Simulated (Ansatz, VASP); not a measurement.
# Two plane-wave programs on Si3N

The input INCAR:

```
ALGO     = Normal         # electronic algorithm
DIPOL    = 0.5 0.5 0.328
EDIFF    = 1E-6           # SCF threshold, eV
ENCUT    = 520            # plane-wave cutoff, eV
GGA      = PE             # functional
IDIPOL   = 3            
ISIF     = 2              # what is computed and relaxed
ISMEAR   = 0              # smearing method
IVDW     = 12             # dispersion correction
LASPH    = True           # aspherical terms in the spheres
LCHARG   = False          # write CHGCAR
LDIPOL   = True         
LREAL    = False          # projectors in reciprocal space
LWAVE    = False          # write WAVECAR
NBANDS   = 27             # bands
NELM     = 60             # most SCF steps
PREC     = Accurate       # precision mode
SIGMA    = 0.05           # smearing width, eV
```

Contents of KPOINTS:

```
k-points
0
Gamma
  7 5 1
```

POSCAR

```
Si3N
1.0
    3.8333442755      0.0000000000      0.0000000000
    0.0000000000      5.4211674636      0.0000000000
    0.0000000000      0.0000000000     22.4877586337
Si N
6 2
Direct
    0.5000000000      0.0000000000      0.1778745523
    0.0000000000      0.2500000000      0.1778745523
    0.0000000000      0.5038839981      0.2608672216
    0.5000000000      0.7461160019      0.2608672216
    0.5000000000      0.0086033066      0.3418641564
    0.0000000000      0.2413966934      0.3418641564
    0.8333333333      0.6752699732      0.5063981173
    0.8333333333      0.6752699732      0.5553136192
```

Input for Ansatz:

```yaml
crystal:
  lattice:
    - [3.8333442755, 0.0, 0.0]
    - [0.0, 5.4211674636, 0.0]
    - [0.0, 0.0, 22.4877586337]
  atoms:
    - { symbol: Si, position: [0.5, 0.0, 0.1778745523] }
    - { symbol: Si, position: [0.0, 0.25, 0.1778745523] }
    - { symbol: Si, position: [0.0, 0.5038839981, 0.2608672216] }
    - { symbol: Si, position: [0.5, 0.7461160019, 0.2608672216] }
    - { symbol: Si, position: [0.5, 0.0086033066, 0.3418641564] }
    - { symbol: Si, position: [0.0, 0.2413966934, 0.3418641564] }
    - { symbol: "N", position: [0.8333333333, 0.6752699732, 0.5063981173] }
    - { symbol: "N", position: [0.8333333333, 0.6752699732, 0.5553136192] }
basis:
  ecutwfc: 420
kpoints:
  mp_grid: { grid: [7, 5, 1] }
hamiltonian:
  xc: pbe
  pseudopotentials: { kind: paw, azcp: { folder: soft_1 } }
  dispersion: d3bj
scf:
  occupations: { method: gaussian, width: 0.05 }
output:
  forces: true
  eigenvalues: true
efield:
  axis: 3
  dipole_correction: true
  ramp_width: 0.04
```

Alike in both runs: task single point; functional PBE; dispersion D3(BJ); k mesh 7 × 5 × 1; occupations gaussian, width 0.05 eV; no spin polarisation.

|  | VASP | Ansatz |
| --- | --- | --- |
| version | VASP 6.6.1 | Ansatz 0.2.0 |
| potentials or method | VASP PAW PBE potentials, release 64 (Si, N), cutoff 520 eV | scalar-relativistic, plane waves, PAW |
| valence electrons in the cell | 34 | 34 |

```csv
,VASP,Ansatz,Ansatz less VASP
gap on the k mesh at the Fermi level (eV),none,none,-
rms of the force components (eV/Å),0.638,0.190,-0.4479
```

Atom by atom the forces differ by 0.519 eV/Å (rms over components). A gap of «none» marks a metal or a gap that the smearing closes. One of these differences is far larger than is usual between the two programs; its cause wasn't traced.

Noted on VASP's run: the standard files for N, O and F lose accuracy on very short bonds.
